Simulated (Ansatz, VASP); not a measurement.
**Two plane-wave programs on Ba**

File INCAR:

```
SYSTEM = Ba
ALGO = Fast
EDIFF = 1E-7
ENCUT = 520
GGA = PE
ISIF = 2
ISMEAR = 0
LASPH = .True.
LCHARG = .True.
LELF = .True.
LREAL = .False.
LVHAR = .True.
LWAVE = .False.
NBANDS = 11
NELM = 100
PREC = Accurate
SIGMA = 0.1
```

KPOINTS

```
k-points
0
Gamma
  12 12 12
  0 0 0
```

POSCAR

```
Ba
1.0
    0.0000000000      3.0399953149      3.0399953149
    3.0399953149      0.0000000000      3.0399953149
    3.0399953149      3.0399953149      0.0000000000
Ba
1
Direct
    0.0000000000      0.0000000000      0.0000000000
```

Input for Ansatz:

```yaml
crystal:
  lattice:
    - [0.0, 3.0399953149, 3.0399953149]
    - [3.0399953149, 0.0, 3.0399953149]
    - [3.0399953149, 3.0399953149, 0.0]
  atoms:
    - { symbol: Ba, position: [0.0, 0.0, 0.0] }
basis:
  ecutwfc: 420
kpoints:
  mp_grid: { grid: [12, 12, 12] }
hamiltonian:
  xc: pbe
scf:
  occupations: { method: gaussian, width: 0.1 }
output:
  forces: true
  stress: true
  eigenvalues: true
```

Alike in both runs: task single point; functional PBE; k mesh 12 × 12 × 12; occupations gaussian, width 0.1 eV; no spin polarisation.

```csv
,VASP,Ansatz
version,VASP 6.6.1,Ansatz 0.2.0
potentials or method,"VASP PAW PBE potentials, release 64 (Ba_sv), cutoff 520 eV","scalar-relativistic, plane waves, PAW"
valence electrons in the cell,10,10
```

VASP gave:

| Property | Result |
| --- | --- |
| gap on the k mesh at the Fermi level (eV) | none |
| pressure (GPa) | 1.3 |

Problem. Which values does Ansatz return?

Solution. gap on the k mesh at the Fermi level (eV): none; pressure (GPa): 1.2.

A gap of «none» marks a metal or a gap that the smearing closes.

Neither program's run includes spin-orbit coupling.
